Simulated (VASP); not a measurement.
Wanted: the native input for a VASP 6.6.1 run.

| Property | Result |
| --- | --- |
| Task | single point |
| Functional | PBE |
| Potentials or basis | VASP PAW PBE potentials, release 64 (B, N) |
| Cutoff | 520 eV |
| k mesh | 14 × 14 × 14 |
| Occupations | fermi-dirac, width 0.05 eV |
| Spin | no spin polarisation |
| Dipole correction | no |
| Further INCAR settings | ALGO = Normal; EDIFF = 1e-07; NBANDS = 11 |

The structure of BN (CsCl type) lies in POSCAR:

```
BN
1.0
    2.1540346200      0.0000000000      0.0000000000
    0.0000000000      2.1540346200      0.0000000000
    0.0000000000      0.0000000000      2.1540346200
B N
1 1
Direct
    0.0000000000      0.0000000000      0.0000000000
    0.5000000000      0.5000000000      0.5000000000
```

This cell differs from its parent crystal: volume scaled by 0.8.

The input as run:

INCAR

```
ALGO     = Normal         # electronic algorithm
EDIFF    = 1E-7           # SCF threshold, eV
ENCUT    = 520            # plane-wave cutoff, eV
GGA      = PE             # functional
ISIF     = 2              # what is computed and relaxed
ISMEAR   = -1             # smearing method
LASPH    = True           # aspherical terms in the spheres
LCHARG   = True           # write CHGCAR
LELF     = True           # ELF
LREAL    = False          # projectors in reciprocal space
LVHAR    = True         
LWAVE    = False          # write WAVECAR
NBANDS   = 11             # bands
NELM     = 100            # most SCF steps
PREC     = Accurate       # precision mode
SIGMA    = 0.05           # smearing width, eV
```

KPOINTS

```
k-points
0
Gamma
  14 14 14
```

Potentials or basis: VASP PAW PBE potentials, release 64 (B, N).

The run is started by

```console
$ cat potpaw_PBE.64/B/POTCAR potpaw_PBE.64/N/POTCAR > POTCAR
$ mpirun -np 1 vasp_std > vasp.out
```

Results of the run:

```yaml
Pressure: 85.5 GPa
Band_gap_on_the_k_mesh: zero (band 4 reaches 13.51 eV, above the bottom of band 5 at 9.60 eV)
```

Wall time 8.1 s on 1 thread of AMD EPYC 7R43 64-Core Processor (Zen 3), on a shared host, peak memory 0.08 GiB.
